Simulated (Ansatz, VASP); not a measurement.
One calculation of Si4N, two programs

The input INCAR:

```
SYSTEM = Si4N
  PREC = Accurate
  ENCUT = 520
  EDIFF = 1E-7
  ISMEAR = 0
  SIGMA = 0.05
  LREAL = .FALSE.
  LASPH = .TRUE.
  NELM = 100
  ALGO = Normal
  ISIF = 2
  LWAVE = .FALSE.
  LCHARG = .FALSE.
  LDIPOL = .TRUE.
  IDIPOL = 3
  DIPOL = 0.5 0.5 0.379
  GGA = PE
  IVDW = 12
  NBANDS = 32
```

File KPOINTS:

```
Automatic mesh
0
G
  9 9 1
  0 0 0
```

Contents of POSCAR:

```
Si4N
1.0
    3.8155170209      0.0000000000      0.0000000000
   -1.9077585104      3.3043346686      0.0000000000
    0.0000000000      0.0000000000     28.9874813843
Si N
8 2
Direct
    0.6666666667      0.3333333333      0.1379906018
    0.3333333333      0.6666666667      0.1654736894
    0.3333333333      0.6666666667      0.2468813277
    0.6666666667      0.3333333333      0.2743644153
    0.6666666667      0.3333333333      0.3556303104
    0.3333333333      0.6666666667      0.3827070033
    0.3333333333      0.6666666667      0.4657581680
    0.6666666667      0.3333333333      0.4894347735
    1.0000000000      0.5000000000      0.6170760801
    1.0000000000      0.5000000000      0.6550234956
```

Input for Ansatz:

```yaml
crystal:
  lattice:
    - [3.8155170209, 0.0, 0.0]
    - [-1.9077585104, 3.3043346686, 0.0]
    - [0.0, 0.0, 28.9874813843]
  atoms:
    - { symbol: Si, position: [0.6666666667, 0.3333333333, 0.1379906018] }
    - { symbol: Si, position: [0.3333333333, 0.6666666667, 0.1654736894] }
    - { symbol: Si, position: [0.3333333333, 0.6666666667, 0.2468813277] }
    - { symbol: Si, position: [0.6666666667, 0.3333333333, 0.2743644153] }
    - { symbol: Si, position: [0.6666666667, 0.3333333333, 0.3556303104] }
    - { symbol: Si, position: [0.3333333333, 0.6666666667, 0.3827070033] }
    - { symbol: Si, position: [0.3333333333, 0.6666666667, 0.465758168] }
    - { symbol: Si, position: [0.6666666667, 0.3333333333, 0.4894347735] }
    - { symbol: "N", position: [1.0, 0.5, 0.6170760801] }
    - { symbol: "N", position: [1.0, 0.5, 0.6550234956] }
basis:
  ecutwfc: 420
kpoints:
  mp_grid: { grid: [9, 9, 1] }
hamiltonian:
  xc: pbe
  pseudopotentials: { kind: paw, azcp: { folder: soft_1 } }
  dispersion: d3bj
scf:
  occupations: { method: gaussian, width: 0.05 }
output:
  forces: true
  eigenvalues: true
efield:
  axis: 3
  dipole_correction: true
  ramp_width: 0.04
```

Alike in both runs: task single point; functional PBE; dispersion D3(BJ); k mesh 9 × 9 × 1; occupations gaussian, width 0.05 eV; no spin polarisation.

|  | VASP | Ansatz |
| --- | --- | --- |
| version | VASP 6.6.1 | Ansatz 0.2.0 |
| potentials or method | VASP PAW PBE potentials, release 64 (Si, N), cutoff 520 eV | scalar-relativistic, plane waves, PAW |
| valence electrons in the cell | 42 | 42 |

```tsv
	VASP	Ansatz	Ansatz less VASP
gap on the k mesh at the Fermi level (eV)	none	none	-
rms of the force components (eV/Å)	0.578	0.179	-0.3991
```

Atom by atom the forces differ by 0.465 eV/Å (rms over components). A gap of «none» marks a metal or a gap that the smearing closes. One of these differences is far larger than is usual between the two programs; its cause wasn't traced.

Noted on VASP's run: the standard files for N, O and F lose accuracy on very short bonds.
